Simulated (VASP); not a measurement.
Runs of VASP 6.6.1 on NaCl. The structure is that of space group Fm-3m (No. 225), or close to it. The cells are those of the table. 

```csv
cell,gap on the mesh (eV),pressure (GPa)
"a = 3.837 Å, angles 60.0°, 2 atoms",5.39,3.1
"a = 3.941 Å, angles 60.0°, 2 atoms",5.07,0.4
"a = 4.007 Å, angles 60.0°, 2 atoms",4.88,-0.8
"a = 4.102 Å, angles 60.0°, 2 atoms",4.64,(c)
"a = 4.039 Å, angles 60.0°, 2 atoms",(a),-1.3
"a = 3.872 Å, angles 60.0°, 2 atoms",(b),2.1
"a = 3.907 Å, angles 60.0°, 2 atoms",5.17,1.2
"a = 4.071 Å, angles 60.0°, 2 atoms",4.72,-1.8
```

Alike in all rows: task single point; level PBEsol; potentials or basis VASP PAW PBE potentials, release 64 (Na_pv, Cl); no spin polarisation; k mesh 6 × 6 × 6; cutoff (eV) 500; smearing gaussian 0.01 eV.

Problem. Fill in the values left out.

Solution. (a) 4.80; (b) 5.28; (c) -2.1.

Caveats: the PAW data sets were made with another functional, which shifts forces and pressure a little.

